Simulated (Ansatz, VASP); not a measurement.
## PbS: VASP beside Ansatz

The input INCAR:

```
ALGO = Normal ; EDIFF = 1E-7
ENCUT = 520 ; GGA = PE
ISIF = 2 ; ISMEAR = 0
LASPH = True ; LCHARG = False
LREAL = False ; LWAVE = False
NBANDS = 17 ; NELM = 100
PREC = Accurate ; SIGMA = 0.03
```

Contents of KPOINTS:

```
k-points
0
Gamma
  10 10 10
```

Contents of POSCAR:

```
PbS
1.0
    0.0000000000      2.9650000000      2.9650000000
    2.9650000000      0.0000000000      2.9650000000
    2.9650000000      2.9650000000      0.0000000000
Pb S
1 1
Direct
    0.0000000000      0.0000000000      0.0000000000
    0.5316188870      0.5316188870      0.4683811130
```

Input for Ansatz:

```yaml
crystal:
  lattice:
    - [0.0, 2.965, 2.965]
    - [2.965, 0.0, 2.965]
    - [2.965, 2.965, 0.0]
  atoms:
    - { symbol: Pb, position: [0.0, 0.0, 0.0] }
    - { symbol: S, position: [0.531618887, 0.531618887, 0.468381113] }
basis:
  ecutwfc: 420
kpoints:
  mp_grid: { grid: [10, 10, 10] }
hamiltonian:
  xc: pbe
scf:
  occupations: { method: gaussian, width: 0.03 }
output:
  forces: true
  stress: true
  eigenvalues: true
```

Change from the starting cell: all S atoms moved +0.188 Å, as atom 2 along Cartesian [0 0 1].

Alike in both runs: task single point; functional PBE; k mesh 10 × 10 × 10; occupations gaussian, width 0.03 eV; no spin polarisation.

|  | VASP | Ansatz |
| --- | --- | --- |
| version | VASP 6.6.1 | Ansatz 0.2.0 |
| potentials or method | VASP PAW PBE potentials, release 64 (Pb_d, S), cutoff 520 eV | scalar-relativistic, plane waves, PAW |
| valence electrons in the cell | 20 | 20 |

```csv
,VASP,Ansatz,Ansatz less VASP
gap on the k mesh at the Fermi level (eV),0.67,0.67,-0.005
least direct gap on the mesh (eV),0.67,0.67,-0.005
pressure (GPa),2.8,2.8,+0.07
"traceless stress, the component that is largest in VASP (GPa)",1.00,1.00,-0.003
rms of the force components (eV/Å),0.112,0.112,-0.0009
```

Atom by atom the forces differ by 0.001 eV/Å (rms over components).

Spin-orbit coupling is off throughout.
